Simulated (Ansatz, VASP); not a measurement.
## La: VASP beside Ansatz

File INCAR:

```
ALGO = Normal
EDIFF = 1E-6
ENCUT = 520
GGA_COMPAT = F
ISIF = 2
ISMEAR = -1
LASPH = T
LCHARG = T
LMAXMIX = 6
LORBIT = 11
LORBMOM = T
LREAL = F
LSORBIT = T
LVHAR = T
LWAVE = F
MAGMOM = 0 0 0 0 0 0
NBANDS = 34
NELM = 150
PREC = Accurate
SIGMA = 0.1
```

The input KPOINTS:

```
k-points
0
Gamma
  8 8 8
```

Contents of POSCAR:

```
La
1.0
    0.0000000000      3.2584993195      3.2584993195
    3.2584993195      0.0000000000      3.2584993195
    3.2584993195      3.2584993195      0.0000000000
La
2
Direct
    0.1250000000      0.1250000000      0.1250000000
    0.8750000000      0.8750000000      0.8750000000
```

Input for Ansatz:

```yaml
crystal:
  lattice:
    - [0.0, 3.2584993195, 3.2584993195]
    - [3.2584993195, 0.0, 3.2584993195]
    - [3.2584993195, 3.2584993195, 0.0]
  atoms:
    - { symbol: La, position: [0.125, 0.125, 0.125] }
    - { symbol: La, position: [0.875, 0.875, 0.875] }
hamiltonian:
  xc: lda
  pseudopotentials:
    kind: paw_fr
    azcp:
      La: "pseudopotentials/La.paw.azcp"
basis:
  ecutwfc: 420
  fft_grid_basis: typed
kpoints:
  mp_grid: { grid: [8, 8, 8], shift: [0, 0, 0] }
magnetization:
  noncollinear: true
  spin_orbit: true
scf:
  occupations: { method: fermi_dirac, width: 0.1 }
output:
  write_density: true
  write_potential: true
  elf: true
  volumetric_format: npy
```

Alike in both runs: task single point; functional LDA; k mesh 8 × 8 × 8; occupations fermi-dirac, width 0.1 eV; non-collinear spin, spin-orbit coupling.

```csv
,VASP,Ansatz
version,VASP 6.6.1,Ansatz 0.2.0
potentials or method,"VASP PAW LDA potentials, release 64 (La), cutoff 520 eV","plane waves (420 eV) with PAW, fully relativistic with spin-orbit coupling"
valence electrons in the cell,22,22
```

```csv
,VASP,Ansatz,Ansatz less VASP
net moment per atom (μB),0.00,0.00,0.000
```

Ansatz warns that its potentials were made for another functional, while VASP's fit it. LDA's correlation is that of Perdew and Zunger in VASP and of Perdew and Wang (1992) in Ansatz.
